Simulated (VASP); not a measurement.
Wanted: the native input for a VASP 6.6.1 run.

- Task: single point
- Functional: PBE
- Potentials or basis: VASP PAW PBE potentials, release 64 (Mg, Sb, Sn_d)
- Cutoff: 520 eV
- k mesh: 6 × 6 × 4
- Occupations: fermi-dirac, width 0.02 eV
- Spin: no spin polarisation
- Dipole correction: no
- Further INCAR settings: ALGO = Normal; EDIFF = 1e-06; NBANDS = 21

The structure of MgSnSb2 lies in POSCAR:

```
MgSnSb2
1.0
    4.8305046669      0.0000000000      0.0000000000
    0.0000000000      4.8305046669      0.0000000000
    0.0000000000      0.0000000000      6.5552383774
Mg Sb Sn
1 2 1
Direct
    0.0000000000      0.0000000000      0.0000000000
    0.0000000000      0.5000000000      0.2424345103
    0.5000000000      0.0000000000      0.7575654897
    0.5000000000      0.5000000000      0.5000000000
```

This cell differs from its parent crystal: biaxial xy strain +5.0%.

These files were run (other wordings do the same):

INCAR

```
SYSTEM = MgSnSb2
  ALGO = Normal
  EDIFF = 1E-6
  ENCUT = 520
  GGA = PE
  ISIF = 2
  ISMEAR = -1
  LASPH = .TRUE.
  LCHARG = .FALSE.
  LREAL = .FALSE.
  LWAVE = .FALSE.
  NBANDS = 21
  NELM = 60
  PREC = Accurate
  SIGMA = 0.02
```

KPOINTS

```
k-points
0
G
  6 6 4
  0 0 0
```

Potentials or basis: VASP PAW PBE potentials, release 64 (Mg, Sb, Sn_d).

Launch:

```sh
$ cat potpaw_PBE.64/Mg/POTCAR potpaw_PBE.64/Sb/POTCAR potpaw_PBE.64/Sn_d/POTCAR > POTCAR
$ mpirun -np 1 vasp_std > vasp.out
```

Results of the run:

```json
{
  "Pressure": "-2.0 GPa",
  "Largest force": "0.094 eV/Å",
  "Band gap on the k mesh": "zero (bands 13 and 14 overlap by 0.22 eV)"
}
```

Caveat: the cell differs from its parent crystal (biaxial xy strain +5.0%); semilocal functionals underestimate gaps, and a narrow one can read as zero; spin-orbit coupling is left out, which moves the levels of the heavy elements.

Wall time 100 s on 1 thread of AMD EPYC 7R43 64-Core Processor (Zen 3), with other jobs on the host, peak memory 0.26 GiB.
